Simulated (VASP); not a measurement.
A run of VASP 6.6.1 is set up as follows.

INCAR

```
ALGO = Fast
EDIFF = 1E-6
ENCUT = 520
GGA = PE
ISIF = 2
ISMEAR = 0
LASPH = T
LCHARG = T
LELF = T
LREAL = F
LVHAR = T
LWAVE = F
NBANDS = 36
NELM = 80
PREC = Accurate
SIGMA = 0.1
```

Contents of KPOINTS:

```
k-points
0
Gamma
  10 10 6
```

POSCAR

```
Al4NiPd3
1.0
    4.4147926287      0.0000000000      0.0000000000
    0.0000000000      4.4147926287      0.0000000000
    0.0000000000      0.0000000000      6.3169483581
Al Ni Pd
4 1 3
Direct
    0.5000000000      0.0000000000      0.7590980000
    0.0000000000      0.5000000000      0.7590980000
    0.5000000000      0.0000000000      0.2409020000
    0.0000000000      0.5000000000      0.2409020000
    0.5000000000      0.5000000000      0.0000000000
    0.0000000000      0.0000000000      0.0000000000
    0.0000000000      0.0000000000      0.5000000000
    0.5000000000      0.5000000000      0.5000000000
```

Potentials or basis: VASP PAW PBE potentials, release 64 (Al, Ni, Pd).

Run with:

```console
$ cat potpaw_PBE.64/Al/POTCAR potpaw_PBE.64/Ni/POTCAR potpaw_PBE.64/Pd/POTCAR > POTCAR
$ mpirun -np 1 vasp_std > vasp.out
```

(1) Predict the pressure.

(2) Estimate the band gap on the k mesh.

Answers

(1) -11.8 GPa.

(2) zero (bands 26 and 27 overlap by 2.94 eV).

Caveat: the cell stands under tension.
